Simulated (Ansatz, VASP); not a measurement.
**Two plane-wave programs on Co**

```
CELL_PARAMETERS angstrom
0.00000 3.25971 3.25971
3.25971 0.00000 3.25971
3.25971 3.25971 0.00000
ATOMIC_POSITIONS crystal
Co 0.12500 0.12500 0.12500
Co 0.62500 0.12500 0.12500
Co 0.12500 0.62500 0.12500
Co 0.12500 0.12500 0.62500
Co 0.50000 0.50000 0.50000
Co 0.75000 0.75000 0.75000
```

Alike in both runs: task single point; functional PBE; k mesh 7 × 7 × 7; occupations fermi-dirac, width 0.05 eV; collinear spin.

```csv
,VASP,Ansatz
version,VASP 6.6.1,Ansatz 0.2.0
potentials or method,"VASP PAW PBE potentials, release 64 (Co)",Ansatz PAW
plane-wave cutoff (eV),520,420
valence electrons in the cell,54,102
```

VASP gave:

| Property | Result |
| --- | --- |
| gap on the k mesh at the Fermi level (eV) | none |
| pressure (GPa) | -2.2 |
| net moment per atom (μB) | 1.67 |
| size of the moment on the site where the two differ most (μB) | 1.66 |

Q: Which values does Ansatz return?

A: gap on the k mesh at the Fermi level (eV): none; pressure (GPa): -1.4; net moment per atom (μB): 1.69; size of the moment on the site where the two differ most (μB): 1.73.

Site moments also hang on the region over which each program counts them. A gap of «none» marks a metal or a gap that the smearing closes. The functional is the same, so the differences come from potentials, cutoffs and numerics. VASP's potentials hold 54 valence electrons a cell and Ansatz's 102, so a difference there can come from the potentials and not from the codes.
